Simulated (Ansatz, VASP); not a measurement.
**Li in VASP and in Ansatz**

```
Li
1.0
     0.00000    2.26806    2.13594
     2.26806    0.00000    2.13594
     2.26806    2.26806    0.00000
Li
1
Cartesian
  0.0000 0.0000 0.0000
```

Change from the starting cell: strain +0.030 along x and y, -0.030 along z, atoms carried along.

Alike in both runs: task single point; functional r2SCAN; k mesh 18 × 18 × 18; occupations gaussian, width 0.15 eV; no spin polarisation.

|  | VASP | Ansatz |
| --- | --- | --- |
| version | VASP 6.6.1 | Ansatz 0.2.0 |
| potentials or method | VASP PAW PBE potentials, release 64 (Li_sv), cutoff 830 eV | scalar-relativistic, plane waves, PAW |
| valence electrons in the cell | 3 | 3 |

```tsv
	VASP	Ansatz	Ansatz less VASP
gap on the k mesh at the Fermi level (eV)	none	none	-
pressure (GPa)	-0.7	-0.6	+0.18
traceless stress, the component that is largest in VASP (GPa)	0.10	0.12	+0.015
```

VASP's potentials were made for PBE, not for r2SCAN. A gap of «none» marks a metal or a gap that the smearing closes. With one functional, cell and mesh, what is left measures potentials, basis and numerics.
